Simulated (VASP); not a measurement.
# TaSi4W (P4/mmm) in VASP: a series of runs

TaSi4W is run at these levels: PBE; tasks: single point, relaxation of cell and atoms.

All numbers are computed with VASP 6.6.1; they aren't measurements. Logs are shortened: lines on timing, memory, paths and dates and some standing lists are left out, and cuts for length are marked.

**1. The cell of the first run**

The structure is tetragonal, space group P4/mmm (No. 123). The conventional cell has a = 3.254 Å, b = 3.254 Å, c = 8.041 Å, α = 90.00°, β = 90.00°, γ = 90.00°. Ta (site symmetry 4/mmm) has 10 Si at 2.68 to 2.71 Å and 4 Ta at 3.25 Å within 3.5 Å. Si (site symmetry 4mm) has 1 W at 2.65 Å and 9 Si at 2.66 to 3.25 Å and 4 Ta at 2.68 Å within 3.5 Å. Within 3.5 Å of Si (site symmetry 4mm) lie 9 Si at 2.62 to 3.25 Å and 4 W at 2.65 Å and 1 Ta at 2.71 Å. W (site symmetry 4/mmm) has 10 Si at 2.65 Å and 4 W at 3.25 Å within 3.5 Å.

**2. Single point, PBE**

File INCAR:

```
PREC = Accurate
ENCUT = 520
EDIFF = 1E-7
ISMEAR = 0
SIGMA = 0.1
LREAL = False
LASPH = True
NELM = 100
ALGO = Normal
ISIF = 2
LWAVE = False
LCHARG = True
GGA = PE
LELF = True
LVHAR = True
NBANDS = 30
```

File KPOINTS:

```
regular mesh
0
Gamma
  10 10 4
```

File POSCAR:

```
TaSi4W
1.0
    3.2536860764      0.0000000000      0.0000000000
    0.0000000000      3.2536860764      0.0000000000
    0.0000000000      0.0000000000      8.0412868367
Ta Si W
1 4 1
Direct
    0.0000000000      0.0000000000      0.0000000000
    0.5000000000      0.5000000000      0.8291877887
    0.5000000000      0.5000000000      0.1708122113
    0.0000000000      0.0000000000      0.6631360170
    0.0000000000      0.0000000000      0.3368639830
    0.5000000000      0.5000000000      0.5000000000
```

Potentials or basis: VASP PAW PBE potentials, release 64 (Ta_pv, Si, W_sv).

On the command line:

```bash
$ cat potpaw_PBE.64/Ta_pv/POTCAR potpaw_PBE.64/Si/POTCAR potpaw_PBE.64/W_sv/POTCAR > POTCAR
$ mpirun -np 1 vasp_std > vasp.out
```

OUTCAR:

```text
PREC = Accurate
   ENCUT = 520
   EDIFF = 1E-7
   ISMEAR = 0
   LREAL = False
   LASPH = True
   NELM = 100
   ISIF = 2
   GGA = PE

 ion  position               nearest neighbor table
   1  0.000  0.000  0.000-   2 2.68   3 2.68   2 2.68   3 2.68   2 2.68   3 2.68   2 2.68   3 2.68
                             4 2.71   5 2.71
   2  0.500  0.500  0.829-   6 2.65   4 2.66   4 2.66   4 2.66   4 2.66   1 2.68   1 2.68   1 2.68
                             1 2.68   3 2.75
   3  0.500  0.500  0.171-   6 2.65   5 2.66   5 2.66   5 2.66   5 2.66   1 2.68   1 2.68   1 2.68
                             1 2.68   2 2.75
   4  0.000  0.000  0.663-   5 2.62   6 2.65   6 2.65   6 2.65   6 2.65   2 2.66   2 2.66   2 2.66
                             2 2.66   1 2.71
   5  0.000  0.000  0.337-   4 2.62   6 2.65   6 2.65   6 2.65   6 2.65   3 2.66   3 2.66   3 2.66
                             3 2.66   1 2.71
   6  0.500  0.500  0.500-   2 2.65   3 2.65   4 2.65   5 2.65   4 2.65   5 2.65   4 2.65   5 2.65
                             4 2.65   5 2.65

  LATTYP: Found a simple tetragonal cell.
 ALAT       =     3.2536860764
 C/A-ratio  =     2.4714390534

  Lattice vectors:

 A1 = (   3.2536860764,   0.0000000000,   0.0000000000)
 A2 = (   0.0000000000,   3.2536860764,   0.0000000000)
 A3 = (   0.0000000000,   0.0000000000,   8.0412868367)

Analysis of symmetry for initial positions (statically):
=====================================================================
 Subroutine PRICEL returns:
 Original cell was already a primitive cell.

 Routine SETGRP: Setting up the symmetry group for a
 simple tetragonal supercell.

 Subroutine GETGRP returns: Found 16 space group operations
 (whereof 16 operations were pure point group operations)
 out of a pool of 16 trial point group operations.

The static configuration has the point symmetry D_4h.

Analysis of symmetry for dynamics (positions and initial velocities):
=====================================================================
 Subroutine PRICEL returns:
 Original cell was already a primitive cell.

 Routine SETGRP: Setting up the symmetry group for a
 simple tetragonal supercell.

 Subroutine GETGRP returns: Found 16 space group operations
 (whereof 16 operations were pure point group operations)
 out of a pool of 16 trial point group operations.

The dynamic configuration has the point symmetry D_4h.

 Subroutine INISYM returns: Found 16 space group operations
 (whereof 16 operations are pure point group operations),
 and found     1 'primitive' translations

----------------------------------------------------------------------------------------

                                     Primitive cell

  volume of cell :      85.1289

  direct lattice vectors                    reciprocal lattice vectors
     3.253686076  0.000000000  0.000000000     0.307343725  0.000000000  0.000000000
     0.000000000  3.253686076  0.000000000     0.000000000  0.307343725  0.000000000
     0.000000000  0.000000000  8.041286837     0.000000000  0.000000000  0.124358205

  length of vectors
     3.253686076  3.253686076  8.041286837     0.307343725  0.307343725  0.124358205

  position of ions in fractional coordinates (direct lattice)
     0.000000000  0.000000000  0.000000000
     0.500000000  0.500000000  0.829187789
     0.500000000  0.500000000  0.170812211
     0.000000000  0.000000000  0.663136017
     0.000000000  0.000000000  0.336863983
     0.500000000  0.500000000  0.500000000

  ion indices of the primitive-cell ions
   primitive index   ion index
                 1           1
                 2           2
                 3           3
                 4           4
                 5           5
                 6           6

----------------------------------------------------------------------------------------

 KPOINTS: regular mesh

Automatic generation of k-mesh.
 Grid dimensions read from file:
 generate k-points for:   10   10    4

 Generating k-lattice:

  Cartesian coordinates                     Fractional coordinates (reciprocal lattice)
     0.030734373  0.000000000  0.000000000     0.100000000  0.000000000  0.000000000
     0.000000000  0.030734373  0.000000000     0.000000000  0.100000000  0.000000000
     0.000000000  0.000000000  0.031089551     0.000000000  0.000000000  0.250000000

  Length of vectors
     0.030734373  0.030734373  0.031089551

  Shift w.r.t. Gamma in fractional coordinates (k-lattice)
     0.000000000  0.000000000  0.000000000

 Subroutine IBZKPT returns following result:
 ===========================================

 Found     63 irreducible k-points:

 Following reciprocal coordinates:
            Coordinates               Weight
  0.000000  0.000000  0.000000      1.000000
  0.100000  0.000000  0.000000      4.000000
  0.200000  0.000000  0.000000      4.000000
  0.300000  0.000000  0.000000      4.000000
  0.400000  0.000000  0.000000      4.000000
  0.500000  0.000000  0.000000      2.000000
[... 16 lines left out ...]
  0.100000  0.000000  0.250000      8.000000
  0.200000  0.000000  0.250000      8.000000
 [... further k-points ...]
   k-points           NKPTS =     63   k-points in BZ     NKDIM =     63   number of bands    NBANDS=     30
   number of dos      NEDOS =    301   number of ions     NIONS =      6
   total plane-waves  NPLWV =  34560
   dimension x,y,z NGX =    24 NGY =   24 NGZ =   60
   dimension x,y,z NGXF=    48 NGYF=   48 NGZF=  120
   ions per type =               1   4   1
   NGX,Y,Z   is equivalent  to a cutoff of  12.26, 12.26, 12.40 a.u.
   NGXF,Y,Z  is equivalent  to a cutoff of  24.53, 24.53, 24.81 a.u.
 SYSTEM =  unknown system
   PREC   = accura    normal or accurate (medium, high low for compatibility)
   ISTART =      0    job   : 0-new  1-cont  2-samecut
   ICHARG =      2    charge: 1-file 2-atom 10-const
   ISPIN  =      1    spin polarized calculation?
   LNONCOLLINEAR =      F non collinear calculations
   LSORBIT =      F    spin-orbit coupling
   LASPH  =      T    aspherical Exc in radial PAW
   ENCUT  =  520.0 eV  38.22 Ry    6.18 a.u.   6.05  6.05 14.95*2*pi/ulx,y,z
   NELM   =    100;   NELMIN=  2; NELMDL= -5     # of ELM steps
   EDIFF  = 0.1E-06   stopping-criterion for ELM
   LREAL  =      F    real-space projection
   EDIFFG = 0.1E-05   stopping-criterion for IOM
   NSW    =      0    number of steps for IOM
   IBRION =     -1    ionic relax: 0-MD 1-quasi-New 2-CG
   NFREE  =      0    steps in history (QN), initial steepest desc. (CG)
   ISIF   =      2    stress and relaxation
   ISYM   =      2    0-nonsym 1-usesym 2-fastsym
   POTIM  = 0.5000    time-step for ionic-motion
   TEBEG  =    0.0;   TEEND  =   0.0 temperature during run
   PSTRESS=    0.0 pullay stress
   NELECT =      41.0000    total number of electrons
   NUPDOWN=      -1.0000    fix difference up-down
   EMIN   =  10.00;   EMAX   =-10.00  energy-range for DOS
   EFERMI =   0.00;   METHOD = LEGACY
   ISMEAR =     0;   SIGMA  =   0.10  broadening in eV -4-tet -1-fermi 0-gaus
   EFERMI_NEDOS =   21; number of points for ismear=-14 and -15
   IALGO  =     38    algorithm
   IMIX   =      4    mixing-type and parameters
     AMIX     =   0.40;   BMIX     =  1.00
     AMIX_MAG =   1.60;   BMIX_MAG =  1.00
  volume/ion in A,a.u.               =      14.19        95.75
  Fermi-wavevector in a.u.,A,eV,Ry     =   1.283248  2.424987 22.405050  1.646725
  Thomas-Fermi vector in A             =   2.415512
   LORBIT       =      0    0 simple, 1 ext, 2 COOP (PROOUT), +10 PAW based schemes
   GGA     = PE    functional components
   LHFCALC =     F    Hartree Fock is set to
   AEXX    =    0.0000 exact exchange contribution
   IVDW    =     0    specifies the selected vdW correction
   LEPSILON=     F    determine dielectric tensor
   LRPA    =     F    only Hartree local field effects (RPA)
 non-spin polarized calculation
 Gauss-broadening in eV      SIGMA  =   0.10
  energy-cutoff  :      520.00
  volume of cell :       85.13
 maximum number of plane-waves:      2328
   NGX = 13   NGY = 13   NGZ = 29

 number of electron      41.0000000 magnetization

 Free energy of the ion-electron system (eV)
  ---------------------------------------------------
  ext. energy  EPLUGINS =         0.00000000
  ---------------------------------------------------
  free energy    TOTEN  =       -48.69919011 eV

  energy without entropy =      -48.68834256  energy(sigma->0) =      -48.69376634

 E-fermi :  10.1031     XC(G=0): -12.2316

 val. band max:       10.0976563129   @ k =   0.1000   0.0000   0.0000
 cond. band min:      10.1430304825   @ k =   0.2000   0.1000   0.5000
 fundamental gap:      0.0453741696
 Fermi energy:        10.1031392187

 k-point     1 :       0.0000    0.0000    0.0000
  band No.  band energies     occupation
      1     -63.6570      2.00000
      2     -27.8896      2.00000
      3     -27.8673      2.00000
      4     -27.8673      2.00000
      5     -23.8909      2.00000
      6     -23.6937      2.00000
[... 22 lines left out ...]
     29      14.8704      0.00000
     30      15.2895      0.00000

 k-point     2 :       0.1000    0.0000    0.0000
  band No.  band energies     occupation
      1     -63.6564      2.00000
      2     -27.8876      2.00000
      3     -27.8852      2.00000
      4     -27.8656      2.00000
      5     -23.8877      2.00000
      6     -23.7200      2.00000
[... 22 lines left out ...]
     29      15.1086      0.00000
     30      15.3802      0.00000

 k-point     3 :       0.2000    0.0000    0.0000
  band No.  band energies     occupation
      1     -63.6548      2.00000
      2     -27.9317      2.00000
      3     -27.8823      2.00000
      4     -27.8613      2.00000
      5     -23.8795      2.00000
      6     -23.7880      2.00000
[... 682 lines left out ...]
     29      15.7419      0.00000
     30      16.1194      0.00000

 k-point    24 :       0.2000    0.0000    0.2500
  band No.  band energies     occupation
      1     -63.6548      2.00000
      2     -27.9317      2.00000
      3     -27.8823      2.00000
      4     -27.8613      2.00000
      5     -23.8795      2.00000
      6     -23.7880      2.00000
[... 22 lines left out ...]
     29      15.0760      0.00000
     30      15.8997      0.00000

 [... further k-points ...]

------------------------ aborting loop because EDIFF is reached ----------------------------------------

  FORCE on cell =-STRESS in cart. coord.  units (eV):
  Direction    XX          YY          ZZ          XY          YZ          ZX
  --------------------------------------------------------------------------------------
  -------------------------------------------------------------------------------------
  Total        0.0614709      0.0614709      0.0311929      0.0000000      0.0000000     -0.0000000
  in kB        1.1569202      1.1569202      0.5870698      0.0000000      0.0000000     -0.0000000
  external PRESSURE =       0.9669701 kB  Pullay stress =       0.0000000 kB

 VOLUME and BASIS-vectors are now :
 -----------------------------------------------------------------------------
  energy-cutoff  :      520.00
  volume of cell :       85.13
      direct lattice vectors                 reciprocal lattice vectors
     3.253686076  0.000000000  0.000000000     0.307343725  0.000000000  0.000000000
     0.000000000  3.253686076  0.000000000     0.000000000  0.307343725  0.000000000
     0.000000000  0.000000000  8.041286837     0.000000000  0.000000000  0.124358205

 POSITION                                       TOTAL-FORCE (eV/Angst)
 -----------------------------------------------------------------------------------
      0.00000      0.00000      0.00000         0.000000      0.000000      0.000000
      1.62684      1.62684      6.66774         0.000000      0.000000     -0.000477
      1.62684      1.62684      1.37355        -0.000000     -0.000000      0.000477
      0.00000      0.00000      5.33247         0.000000     -0.000000     -0.002419
      0.00000      0.00000      2.70882         0.000000     -0.000000      0.002419
      1.62684      1.62684      4.02064         0.000000      0.000000      0.000000
 -----------------------------------------------------------------------------------
    total drift:                                0.000000      0.000000     -0.000000

  FREE ENERGIE OF THE ION-ELECTRON SYSTEM (eV)
  ---------------------------------------------------
  free  energy   TOTEN  =       -48.6991901137 eV

  energy  without entropy=      -48.6883425650  energy(sigma->0) =      -48.69376634
```

It took 1.9 min on 1 thread of AMD EPYC 7R13 (Zen 3), shared host; peak memory 0.26 GiB.

What came out:

| Property | Result |
| --- | --- |
| Free energy | -48.6992 eV |
| Pressure | 0.1 GPa |
| Band gap on the k mesh | zero (an odd number of electrons rules out a gap without spin polarisation) |

Forces in eV/Å, atoms in the order of the input:
```
Ta   0.000  0.000  0.000
Si   0.000  0.000  0.000
Si   0.000  0.000  0.000
Si   0.000  0.000 -0.002
Si   0.000  0.000  0.002
W    0.000  0.000  0.000
```

Levels at points of the mesh, in eV from the Fermi level:
| k point | band 17 | band 18 | band 19 | band 20 | band 21 | band 22 | band 23 | band 24 | band 25 | band 26 |
| --- | --- | --- | --- | --- | --- | --- | --- | --- | --- | --- |
| (0.00, 0.00, 0.00) | -1.87 | -0.37 | -0.37 | 0.32 | 0.32 | 0.88 | 2.49 | 2.93 | 3.42 | 3.58 |
| (0.50, 0.00, 0.00) | -2.22 | -2.12 | -1.33 | -0.39 | 0.62 | 2.42 | 2.93 | 3.12 | 3.66 | 4.05 |
| (0.50, 0.50, 0.00) | -4.21 | -2.55 | -2.55 | -1.12 | -1.12 | 2.66 | 3.02 | 3.03 | 3.19 | 4.35 |
| (0.00, 0.00, 0.50) | -1.65 | -1.37 | -1.37 | 0.89 | 1.59 | 1.79 | 2.10 | 2.10 | 2.15 | 2.15 |
| (0.50, 0.00, 0.50) | -2.28 | -1.76 | -1.48 | -0.03 | 0.93 | 2.78 | 3.09 | 3.12 | 4.10 | 4.17 |
| (0.50, 0.50, 0.50) | -2.55 | -1.82 | -1.82 | -1.72 | -1.72 | 0.08 | 0.61 | 3.02 | 3.62 | 4.51 |

Caveat: spin-orbit coupling is left out, which moves the levels of the heavy elements.

**3. Relaxation of cell and atoms, PBE**

File INCAR:

```
ALGO = Normal ; EDIFF = 1E-7
EDIFFG = -0.01 ; ENCUT = 600
GGA = PE ; IBRION = 2
ISIF = 3 ; ISMEAR = 0
LASPH = T ; LCHARG = F
LREAL = F ; LWAVE = F
NELM = 60 ; NSW = 100
PREC = Accurate ; SIGMA = 0.1
```

File KPOINTS:

```
k-points
0
Gamma
  10 10 4
```

File POSCAR:

```
TaSi4W
1.0
    3.2525227124      0.0000000000      0.0000000000
    0.0000000000      3.2525227124      0.0000000000
    0.0000000000      0.0000000000      8.0528498797
Ta Si W
1 4 1
Direct
    0.0000000000      0.0000000000      0.0000000000
    0.5000000000      0.5000000000      0.8290298631
    0.5000000000      0.5000000000      0.1709701369
    0.0000000000      0.0000000000      0.6632575252
    0.0000000000      0.0000000000      0.3367424748
    0.5000000000      0.5000000000      0.5000000000
```

Potentials or basis: VASP PAW PBE potentials, release 64 (Ta_pv, Si, W_sv).

On the command line:

```bash
$ cat potpaw_PBE.64/Ta_pv/POTCAR potpaw_PBE.64/Si/POTCAR potpaw_PBE.64/W_sv/POTCAR > POTCAR
$ mpirun -np 1 vasp_std > vasp.out
```

Wall time 6.4 min (1 thread of AMD EPYC 7R13 (Zen 3), shared host); peak memory 0.31 GiB.

Results (log left out):

- Free energy: -48.7000 eV
- Energy gained by relaxing: 0.0 meV/atom
- Ionic steps: 6
- Pressure after relaxing: 0.0 GPa
- Largest force after relaxing: 0.010 eV/Å
- Band gap on the k mesh: zero (an odd number of electrons rules out a gap without spin polarisation)

Forces on the atoms (eV/Å):
```
Ta   0.000  0.000  0.000
Si   0.000  0.000  0.010
Si   0.000  0.000 -0.010
Si   0.000  0.000 -0.004
Si   0.000  0.000  0.004
W    0.000  0.000  0.000
```

Step by step:
| step | energy change (eV) | largest force (eV/Å) | pressure (GPa) | volume (Å³) |
| --- | --- | --- | --- | --- |
| 1 | 0.0000 | 0.0230 | -0.08 | 85.19 |
| 2 | -0.0002 | 0.0152 | 0.19 | 85.11 |
| 3 | -0.0002 | 0.0122 | 0.10 | 85.14 |
| 4 | -0.0002 | 0.0087 | -0.10 | 85.22 |
| 5 | -0.0003 | 0.0102 | -0.01 | 85.19 |
| 6 | -0.0003 | 0.0098 | -0.01 | 85.19 |

Final structure:
```
Ta Si W
1.0
     3.25473    0.00000    0.00000
     0.00000    3.25473    0.00000
     0.00000    0.00000    8.04176
Ta Si W
1 4 1
Direct
  0.00000 0.00000 0.00000
  0.50000 0.50000 0.82910
  0.50000 0.50000 0.17090
  0.00000 0.00000 0.66313
  0.00000 0.00000 0.33687
  0.50000 0.50000 0.50000
```

Levels at points of the mesh, in eV from the Fermi level:
| k point | band 19 | band 20 | band 21 | band 22 | band 23 | band 24 |
| --- | --- | --- | --- | --- | --- | --- |
| (0.00, 0.00, 0.00) | -0.38 | 0.32 | 0.32 | 0.88 | 2.49 | 2.92 |
| (0.50, 0.00, 0.00) | -1.33 | -0.40 | 0.62 | 2.42 | 2.93 | 3.12 |
| (0.50, 0.50, 0.00) | -2.55 | -1.12 | -1.12 | 2.65 | 3.02 | 3.03 |
| (0.00, 0.00, 0.50) | -1.37 | 0.88 | 1.59 | 1.78 | 2.10 | 2.10 |
| (0.50, 0.00, 0.50) | -1.47 | -0.04 | 0.93 | 2.77 | 3.09 | 3.12 |
| (0.50, 0.50, 0.50) | -1.82 | -1.72 | -1.72 | 0.07 | 0.61 | 3.02 |

Caveat: spin-orbit coupling is left out, which moves the levels of the heavy elements.

The gap in the log of VASP goes by the Fermi energy; the results here count the filled bands.